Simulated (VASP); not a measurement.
Set up this calculation in VASP 6.6.1, as the native input.

* Task: single point
* Functional: PBE
* Potentials or basis: VASP PAW PBE potentials, release 64 (As_d)
* Cutoff: 510 eV
* k mesh: 6 × 6 × 6
* Occupations: gaussian, width 0.1 eV
* Spin: no spin polarisation
* Dipole correction: no
* Further INCAR settings: ALGO = Normal; EDIFF = 1e-06; NBANDS = 22

The structure of As lies in POSCAR:

```
As
1.0
    0.0000000000      2.8688871074      2.7424691323
    2.7427733071      0.0000000000      2.7424691323
    2.7427733071      2.8688871074      0.0000000000
As
2
Direct
    0.2158118576      0.7841881424      0.2158118576
    0.7841881424      0.2158118576      0.7841881424
```

The input as run:

INCAR

```
SYSTEM = As
ALGO = Normal ; EDIFF = 1E-6
ENCUT = 510 ; GGA = PE
GGA_COMPAT = .FALSE. ; ISIF = 2
ISMEAR = 0 ; LASPH = .TRUE.
LCHARG = .FALSE. ; LREAL = .FALSE.
LWAVE = .FALSE. ; NBANDS = 22
NELM = 120 ; PREC = Accurate
SIGMA = 0.1
```

KPOINTS

```
k-points
0
G
  6 6 6
  0 0 0
```

Potentials or basis: VASP PAW PBE potentials, release 64 (As_d).

Command:

```console
$ cat potpaw_PBE.64/As_d/POTCAR > POTCAR
$ mpirun -np 1 vasp_std > vasp.out
```

It gave:

- Pressure: 0.4 GPa
- Largest force: 0.032 eV/Å
- Band gap on the k mesh: zero (bands 15 and 16 overlap by 0.36 eV)

Wall time 70 s on 1 thread of AMD EPYC 7R43 64-Core Processor (Zen 3) (shared host), peak memory 0.14 GiB.
